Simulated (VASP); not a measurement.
# Ba (Im-3m) in VASP: further runs

Ba is run at these levels: LDA; tasks: single point.

All numbers are computed with VASP 6.6.1; they aren't measurements. Logs are shortened: lines on timing, memory, paths and dates and some standing lists are left out, and cuts for length are marked.

**1. The cell of the first run**

It takes space group Im-3m (No. 229, cubic). Conventional cell: a = 4.758 Å, b = 4.758 Å, c = 4.758 Å, α = 90.00°, β = 90.00°, γ = 90.00°. Ba (site symmetry m-3m) has 14 Ba at 4.12 to 4.76 Å within 5.4 Å.

**2. Single point, LDA**

File INCAR:

```
SYSTEM = Ba
ALGO = Normal
EDIFF = 1E-6
ENCUT = 520
GGA = CA
ISIF = 2
ISMEAR = -1
LASPH = .TRUE.
LCHARG = .TRUE.
LELF = .TRUE.
LREAL = .FALSE.
LVHAR = .TRUE.
LWAVE = .FALSE.
NBANDS = 11
NELM = 60
PREC = Accurate
SIGMA = 0.1
```

File KPOINTS:

```
k-points
0
G
  2 2 2
  0 0 0
```

File POSCAR:

```
Ba
1.0
   -2.3789385306      2.3789385306      2.3789385306
    2.3789385306     -2.3789385306      2.3789385306
    2.3789385306      2.3789385306     -2.3789385306
Ba
1
Direct
    0.0000000000      0.0000000000      0.0000000000
```

Potentials or basis: VASP PAW LDA potentials, release 64 (Ba_sv).

Command:

```sh
> cat potpaw_LDA.64/Ba_sv/POTCAR > POTCAR
> mpirun -np 1 vasp_std > vasp.out
```

OUTCAR:

```text
SYSTEM = Ba
   EDIFF = 1E-6
   ENCUT = 520
   GGA = CA
   ISIF = 2
   ISMEAR = -1
   LASPH = .TRUE.
   LREAL = .FALSE.
   NELM = 60
   PREC = Accurate

 ion  position               nearest neighbor table
   1  0.000  0.000  0.000-

  LATTYP: Found a body centered cubic cell.
 ALAT       =     4.7578770612

  Lattice vectors:

 A1 = (  -2.3789385306,   2.3789385306,   2.3789385306)
 A2 = (   2.3789385306,  -2.3789385306,   2.3789385306)
 A3 = (   2.3789385306,   2.3789385306,  -2.3789385306)

Analysis of symmetry for initial positions (statically):
=====================================================================
 Subroutine PRICEL returns:
 Original cell was already a primitive cell.

 Routine SETGRP: Setting up the symmetry group for a
 body centered cubic supercell.

 Subroutine GETGRP returns: Found 48 space group operations
 (whereof 48 operations were pure point group operations)
 out of a pool of 48 trial point group operations.

The static configuration has the point symmetry O_h .

Analysis of symmetry for dynamics (positions and initial velocities):
=====================================================================
 Subroutine PRICEL returns:
 Original cell was already a primitive cell.

 Routine SETGRP: Setting up the symmetry group for a
 body centered cubic supercell.

 Subroutine GETGRP returns: Found 48 space group operations
 (whereof 48 operations were pure point group operations)
 out of a pool of 48 trial point group operations.

The dynamic configuration has the point symmetry O_h .

 Subroutine INISYM returns: Found 48 space group operations
 (whereof 48 operations are pure point group operations),
 and found     1 'primitive' translations

----------------------------------------------------------------------------------------

                                     Primitive cell

  volume of cell :      53.8530

  direct lattice vectors                    reciprocal lattice vectors
    -2.378938531  2.378938531  2.378938531     0.000000000  0.210177772  0.210177772
     2.378938531 -2.378938531  2.378938531     0.210177772  0.000000000  0.210177772
     2.378938531  2.378938531 -2.378938531     0.210177772  0.210177772  0.000000000

  length of vectors
     4.120442403  4.120442403  4.120442403     0.297236256  0.297236256  0.297236256

  position of ions in fractional coordinates (direct lattice)
     0.000000000  0.000000000  0.000000000

  ion indices of the primitive-cell ions
   primitive index   ion index
                 1           1

[... 56 lines left out ...]
   ISYM   =      2    0-nonsym 1-usesym 2-fastsym
   POTIM  = 0.5000    time-step for ionic-motion
   TEBEG  =    0.0;   TEEND  =   0.0 temperature during run
   PSTRESS=    0.0 pullay stress
   NELECT =      10.0000    total number of electrons
   NUPDOWN=      -1.0000    fix difference up-down
   EMIN   =  10.00;   EMAX   =-10.00  energy-range for DOS
   EFERMI =   0.00;   METHOD = LEGACY
   ISMEAR =    -1;   SIGMA  =   0.10  broadening in eV -4-tet -1-fermi 0-gaus
   EFERMI_NEDOS =   21; number of points for ismear=-14 and -15
   IALGO  =     38    algorithm
   IMIX   =      4    mixing-type and parameters
     AMIX     =   0.40;   BMIX     =  1.00
     AMIX_MAG =   1.60;   BMIX_MAG =  1.00
  volume/ion in A,a.u.               =      53.85       363.42
  Fermi-wavevector in a.u.,A,eV,Ry     =   0.933982  1.764969 11.868654  0.872321
  Thomas-Fermi vector in A             =   2.060739
   LORBIT       =      0    0 simple, 1 ext, 2 COOP (PROOUT), +10 PAW based schemes
   GGA     = CA    functional components
   LHFCALC =     F    Hartree Fock is set to
   AEXX    =    0.0000 exact exchange contribution
   IVDW    =     0    specifies the selected vdW correction
   LEPSILON=     F    determine dielectric tensor
   LRPA    =     F    only Hartree local field effects (RPA)
 non-spin polarized calculation
  energy-cutoff  :      520.00
  volume of cell :       53.85
 maximum number of plane-waves:      1481
 NGX is ok and might be reduce to    32
   NGX = 15   NGY = 15   NGZ = 15

 number of electron      10.0000000 magnetization

 number of electron       9.9999999 magnetization

 Free energy of the ion-electron system (eV)
  ---------------------------------------------------
  ext. energy  EPLUGINS =         0.00000000
  ---------------------------------------------------
  free energy    TOTEN  =        -3.22169475 eV

  energy without entropy =       -3.16102175  energy(sigma->0) =       -3.19135825

 E-fermi :   1.2687     XC(G=0):  -8.1325

 val. band max:        1.2121444656   @ k =   0.5000   0.5000   0.5000
 cond. band min:       2.5883233310   @ k =   0.5000   0.0000   0.0000
 fundamental gap:      1.3761788654
 Fermi energy:         1.2686576816

 k-point     1 :       0.0000    0.0000    0.0000
  band No.  band energies     occupation
      1     -26.6295      2.00000
      2     -11.4561      2.00000
      3     -11.4561      2.00000
      4     -11.4561      2.00000
      5      -0.8169      2.00000
      6       3.9111      0.00000
      7       3.9111      0.00000
      8       3.9111      0.00000
      9       5.5983      0.00000
     10       5.5983      0.00000
     11       9.4282      0.00000
[... 15 lines left out ...]
 k-point     3 :       0.5000    0.5000    0.5000
  band No.  band energies     occupation
      1     -26.4814      2.00000
      2     -11.9749      2.00000
      3     -11.9749      2.00000
      4     -11.9749      2.00000
      5       1.2121      1.27528
      6       1.2121      1.27528
      7       7.1798      0.00000
      8       7.1798      0.00000
      9       7.1798      0.00000
     10       7.4335      0.00000
     11       7.4335      0.00000

------------------------ aborting loop because EDIFF is reached ----------------------------------------

  FORCE on cell =-STRESS in cart. coord.  units (eV):
  Direction    XX          YY          ZZ          XY          YZ          ZX
  --------------------------------------------------------------------------------------
  -------------------------------------------------------------------------------------
  Total       -1.9192239     -1.9192239     -1.9192239      0.0000000     -0.0000000      0.0000000
  in kB      -57.0987463    -57.0987463    -57.0987463      0.0000000     -0.0000000      0.0000000
  external PRESSURE =     -57.0987463 kB  Pullay stress =       0.0000000 kB

 VOLUME and BASIS-vectors are now :
 -----------------------------------------------------------------------------
  energy-cutoff  :      520.00
  volume of cell :       53.85
      direct lattice vectors                 reciprocal lattice vectors
    -2.378938531  2.378938531  2.378938531     0.000000000  0.210177772  0.210177772
     2.378938531 -2.378938531  2.378938531     0.210177772  0.000000000  0.210177772
     2.378938531  2.378938531 -2.378938531     0.210177772  0.210177772  0.000000000

 POSITION                                       TOTAL-FORCE (eV/Angst)
 -----------------------------------------------------------------------------------
      0.00000      0.00000      0.00000        -0.000000     -0.000000     -0.000000
 -----------------------------------------------------------------------------------
    total drift:                               -0.000000      0.000000      0.000000

  FREE ENERGIE OF THE ION-ELECTRON SYSTEM (eV)
  ---------------------------------------------------
  free  energy   TOTEN  =        -3.2216947458 eV

  energy  without entropy=       -3.1610217534  energy(sigma->0) =       -3.19135825
```

OSZICAR:

```text
N       E                     dE             d eps       ncg     rms          rms(c)
DAV:   1     0.449909422810E+02    0.44991E+02   -0.46536E+03    66   0.772E+02
DAV:   2    -0.115007748548E+01   -0.46141E+02   -0.45371E+02    75   0.152E+02
DAV:   3    -0.319725920685E+01   -0.20472E+01   -0.20357E+01    83   0.257E+01
DAV:   4    -0.323730750636E+01   -0.40048E-01   -0.40032E-01    91   0.326E+00
DAV:   5    -0.323858930263E+01   -0.12818E-02   -0.12818E-02    75   0.358E-01    0.270E+00
DAV:   6    -0.322751105242E+01    0.11078E-01   -0.11172E-02    74   0.819E-01    0.157E+00
DAV:   7    -0.322167845322E+01    0.58326E-02   -0.15512E-02    90   0.959E-01    0.807E-02
DAV:   8    -0.322169023806E+01   -0.11785E-04   -0.36039E-04    86   0.980E-02    0.208E-02
DAV:   9    -0.322169501197E+01   -0.47739E-05   -0.33125E-06    66   0.124E-02    0.576E-03
DAV:  10    -0.322169474585E+01    0.26612E-06   -0.17708E-06    66   0.734E-03
   1 F= -.32216947E+01 E0= -.31913582E+01  d E =-.606730E-01
```

stdout:

```text
POSCAR found type information on POSCAR Ba
 POSCAR found :  1 types and       1 ions
 scaLAPACK will be used
 LDA part: xc-table for (Slater(with rela. corr.)+CA(PZ))
 , standard interpolation
 POSCAR, INCAR and KPOINTS ok, starting setup
 FFT: planning ... GRIDC
 FFT: planning ... GRID_SOFT
 FFT: planning ... GRID
 WAVECAR not read
 entering main loop
```

It took 3.5 s on 1 thread of Intel Xeon 8259CL, shared host; peak memory 0.15 GiB.

Results:

| Item | Value |
| --- | --- |
| Free energy | -3.2217 eV |
| Pressure | -5.7 GPa |
| Band gap on the k mesh | zero (filled and empty bands touch) |

Caveat: the k points lie up to 0.93 Å⁻¹ apart; spin-orbit coupling is left out, which moves the levels of the heavy elements.

**3. Single point, LDA**

File INCAR:

```
  ALGO = Normal
  EDIFF = 1E-6
  ENCUT = 520
  ISIF = 2
  ISMEAR = -1
  LASPH = T
  LCHARG = F
  LREAL = F
  LWAVE = F
  NBANDS = 11
  NELM = 80
  PREC = Accurate
  SIGMA = 0.1
```

File KPOINTS:

```
k-points
0
Gamma
  3 3 3
```

POSCAR is that of step 2.

Potentials or basis: VASP PAW LDA potentials, release 64 (Ba_sv).

Command:

```sh
> cat potpaw_LDA.64/Ba_sv/POTCAR > POTCAR
> mpirun -np 1 vasp_std > vasp.out
```

Wall time 2.7 s (1 thread of Intel Xeon 8259CL, shared host); peak memory 0.15 GiB.

Results (log left out):

| Quantity | Value |
| --- | --- |
| Free energy | -2.2460 eV |
| Pressure | -1.1 GPa |
| Band gap on the k mesh | zero (band 5 reaches 2.03 eV, above the bottom of band 6 at 1.87 eV) |

Levels at points of the mesh, in eV from the Fermi level:
```tsv
k point	band 3	band 4	band 5	band 6	band 7	band 8
(0.00, 0.00, 0.00)	-13.44	-13.44	-2.83	1.91	1.91	1.91
```

Caveat: the k points lie up to 0.62 Å⁻¹ apart; spin-orbit coupling is left out, which moves the levels of the heavy elements.
